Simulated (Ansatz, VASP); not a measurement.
Two plane-wave programs on CdSe

Contents of POSCAR:

```
CdSe
1.0
    0.0000000000      2.8739580000      2.8739580000
    2.8739580000      0.0000000000      2.8739580000
    2.8739580000      2.8739580000      0.0000000000
Cd Se
1 1
Direct
    0.0000000000      0.0000000000      0.0000000000
    0.5000000000      0.5000000000      0.5000000000
```

File INCAR.step1:

```
ALGO = Normal
EDIFF = 1E-4
ENCUT = 520
GGA = PE
ISMEAR = 0
LASPH = T
LCHARG = F
LREAL = F
LWAVE = T
NBANDS = 16
NELM = 80
PREC = Accurate
SIGMA = 0.01
```

File INCAR.step2:

```
ALGO = Normal
EDIFF = 1E-6
ENCUT = 520
ISIF = 2
ISMEAR = 0
ISTART = 1
LASPH = T
LCHARG = T
LELF = T
LMIXTAU = T
LREAL = F
LVHAR = T
LWAVE = F
METAGGA = R2SCAN
NBANDS = 16
NELM = 80
PREC = Accurate
SIGMA = 0.01
```

File KPOINTS:

```
k-points
0
Gamma
  6 6 6
```

Input for Ansatz:

```yaml
crystal:
  lattice:
    - [0.0, 2.873958, 2.873958]
    - [2.873958, 0.0, 2.873958]
    - [2.873958, 2.873958, 0.0]
  atoms:
    - { symbol: Cd, position: [0.0, 0.0, 0.0] }
    - { symbol: Se, position: [0.5, 0.5, 0.5] }
basis:
  ecutwfc: 550.0
kpoints:
  mp_grid:
    grid: [6, 6, 6]
hamiltonian:
  xc: r2scan
scf:
  occupations:
    method: fixed
output:
  eigenvalues: true
```

Alike in both runs: task single point; functional r2SCAN; k mesh 6 × 6 × 6; no spin polarisation.

```csv
,VASP,Ansatz
version,VASP 6.6.1,Ansatz 0.2.0
potentials or method,"VASP PAW PBE potentials, release 64 (Cd, Se), cutoff 520 eV","plane waves, PAW"
occupations,"gaussian, width 0.01 eV",fixed
valence electrons in the cell,18,36
```

```csv
,VASP,Ansatz,Ansatz less VASP
gap on the k mesh at the Fermi level (eV),0.03,0.06,+0.023
```

VASP's potentials were made for PBE, not for r2SCAN. VASP's potentials hold 18 valence electrons a cell and Ansatz's 36, so a difference there can come from the potentials and not from the codes.
